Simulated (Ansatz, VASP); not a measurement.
Pt: VASP beside Ansatz

File INCAR:

```
SYSTEM = Pt
PREC     = Accurate       ! precision mode
ENCUT    = 520            ! plane-wave cutoff, eV
EDIFF    = 1E-7           ! SCF threshold, eV
ISMEAR   = 0              ! smearing method
SIGMA    = 0.02           ! smearing width, eV
LREAL    = .False.        ! projectors in reciprocal space
LASPH    = .True.         ! aspherical terms in the spheres
NELM     = 100            ! most SCF steps
ALGO     = Fast           ! electronic algorithm
ISIF     = 2              ! what is computed and relaxed
LWAVE    = .False.        ! write WAVECAR
LCHARG   = .True.         ! write CHGCAR
GGA      = PS             ! functional
LELF     = .True.         ! ELF
LVHAR    = .True.       
NBANDS   = 11             ! bands
```

The input KPOINTS:

```
Automatic mesh
0
Gamma
  12 12 12
  0 0 0
```

The input POSCAR:

```
Pt
2.7731
    0.000000000000      0.707114781292      0.707114781292
    0.707114781292      0.000000000000      0.707114781292
    0.707114781292      0.707114781292      0.000000000000
Pt
1
Direct
    0.0000000000      0.0000000000      0.0000000000
```

File input.yaml:

```yaml
crystal:
  lattice:
    - [0.0, 1.9609, 1.9609]
    - [1.9609, 0.0, 1.9609]
    - [1.9609, 1.9609, 0.0]
  atoms:
    - { symbol: Pt, position: [0.0, 0.0, 0.0] }
hamiltonian:
  xc: pbesol
  pseudopotentials: { kind: paw }
kpoints:
  mp_grid: { grid: [12, 12, 12] }
scf:
  occupations: { method: gaussian, width: 0.02 }
output:
  forces: true
  stress: true
  eigenvalues: true
  write_density: true
  write_potential: true
  elf: true
  volumetric_format: npy
```

Alike in both runs: task single point; functional PBEsol; k mesh 12 × 12 × 12; occupations gaussian, width 0.02 eV; no spin polarisation.

|  | VASP | Ansatz |
| --- | --- | --- |
| version | VASP 6.6.1 | Ansatz 0.2.0 |
| potentials or method | VASP PAW PBE potentials, release 64 (Pt) | Ansatz PAW |
| plane-wave cutoff (eV) | 520 | 420 |
| valence electrons in the cell | 10 | 18 |

```csv
,VASP,Ansatz,Ansatz less VASP
gap on the k mesh at the Fermi level (eV),none,none,-
pressure (GPa),-1.1,-0.6,+0.41
```

VASP's potentials were made for PBE, not for PBEsol. A gap of «none» marks a metal or a gap that the smearing closes. VASP's potentials hold 10 valence electrons a cell and Ansatz's 18, so a difference there can come from the potentials and not from the codes.

Spin-orbit coupling is off throughout.
